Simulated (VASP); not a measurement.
Ni, 4 atoms in the cell. The structure is orthorhombic, space group Cmce (No. 64). The conventional cell has a = 3.748 Å, b = 6.351 Å, c = 3.753 Å, α = 90.00°, β = 90.00°, γ = 90.00°. Ni (site symmetry m) has 7 Ni at 2.02 to 2.32 Å within 2.7 Å. 

| Property | Result |
| --- | --- |
| Program | VASP 6.6.1 |
| Task | relaxation of cell and atoms |
| Functional | PBEsol |
| Potentials or basis | VASP PAW PBE potentials, release 64 (Ni) |
| Cutoff | 600 eV |
| k mesh | 6 × 6 × 4 |
| Occupations | gaussian, width 0.1 eV |
| Spin | collinear spin, ferromagnetic start |
| Starting moments | [0.77, 0.77, 0.77, 0.77] μB |
| Dipole correction | no |
| Further INCAR settings | ALGO = Normal; EDIFF = 1e-06; IBRION = 2; EDIFFG = -0.04; NSW = 90; ISIF = 3 |

Potentials or basis: VASP PAW PBE potentials, release 64 (Ni).

The run is started by

```sh
$ cat potpaw_PBE.64/Ni/POTCAR > POTCAR
$ mpirun -np 1 vasp_std > vasp.out
```

Hardware: 1 thread of Intel(R) Xeon(R) Platinum 8375C CPU @ 2.90GHz (Ice Lake) (shared host).

Problem. Estimate the wall time of this run.

Solution. Wall time 17 min on 1 thread of Intel(R) Xeon(R) Platinum 8375C CPU @ 2.90GHz (Ice Lake), with other jobs on the host, peak memory 0.24 GiB. Counts: scf iterations 159, k points 39, ion steps 18.
